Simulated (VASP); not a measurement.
Wanted: the native input for a VASP 6.6.1 run.

```
Task                   : single point
Functional             : r2SCAN
Potentials or basis    : VASP PAW PBE potentials, release 64 (Si, C)
Cutoff                 : 520 eV
k mesh                 : 8 × 8 × 6
Occupations            : gaussian, width 0.01 eV
Spin                   : no spin polarisation
Dipole correction      : no
Further INCAR settings : ALGO = Normal; EDIFF = 1e-06; NBANDS = 16
```

SiC:

```
Si C
1.0
     3.01383    0.00000    0.00000
    -1.50691    2.61005    0.00000
     0.00000    0.00000    5.06629
Si C
2 2
Direct
  0.33333 0.66667 0.00588
  0.66667 0.33333 0.50588
  0.33333 0.66667 0.37912
  0.66667 0.33333 0.87912
```

This cell differs from its parent crystal: film at in-plane strain -0.02.

The input as run:

POSCAR

```
SiC
1.0
    3.0138295380      0.0000000000      0.0000000000
   -1.5069147690      2.6100529426      0.0000000000
    0.0000000000      0.0000000000      5.0662946599
Si C
2 2
Direct
    0.3333333333      0.6666666667      0.0058843614
    0.6666666667      0.3333333333      0.5058843614
    0.3333333333      0.6666666667      0.3791156386
    0.6666666667      0.3333333333      0.8791156386
```

INCAR.step1

```
SYSTEM = SiC
PREC = Accurate
ENCUT = 520
ISMEAR = 0
SIGMA = 0.01
LREAL = .False.
LASPH = .True.
NELM = 80
NBANDS = 16
GGA = PE
ALGO = Normal
EDIFF = 1E-4
LWAVE = .True.
LCHARG = .False.
```

INCAR.step2

```
SYSTEM = SiC
PREC = Accurate
ENCUT = 520
EDIFF = 1E-6
ISMEAR = 0
SIGMA = 0.01
LREAL = .False.
LASPH = .True.
NELM = 80
ALGO = Normal
ISIF = 2
LWAVE = .False.
LCHARG = .False.
METAGGA = R2SCAN
LMIXTAU = .True.
NBANDS = 16
ISTART = 1
```

KPOINTS

```
regular mesh
0
Gamma
  8 8 6
  0 0 0
```

Potentials or basis: VASP PAW PBE potentials, release 64 (Si, C).

The run is started by

```bash
$ cat potpaw_PBE.64/Si/POTCAR potpaw_PBE.64/C/POTCAR > POTCAR
$ cp INCAR.step1 INCAR
$ mpirun -np 1 vasp_std > vasp.out
$ cp INCAR.step2 INCAR
$ mpirun -np 1 vasp_std > vasp.out
```

It gave:

```
Pressure               : 8.9 GPa
Band gap on the k mesh : 2.68 eV, indirect (least direct gap 4.76 eV)
```

Caveat: the cell differs from its parent crystal (film at in-plane strain -0.02); the PAW data sets were made with another functional, which shifts forces and pressure a little.

Run time: 58 s on 1 thread of Intel(R) Xeon(R) Platinum 8559C (Emerald Rapids), with other jobs on the host, peak memory 0.16 GiB.
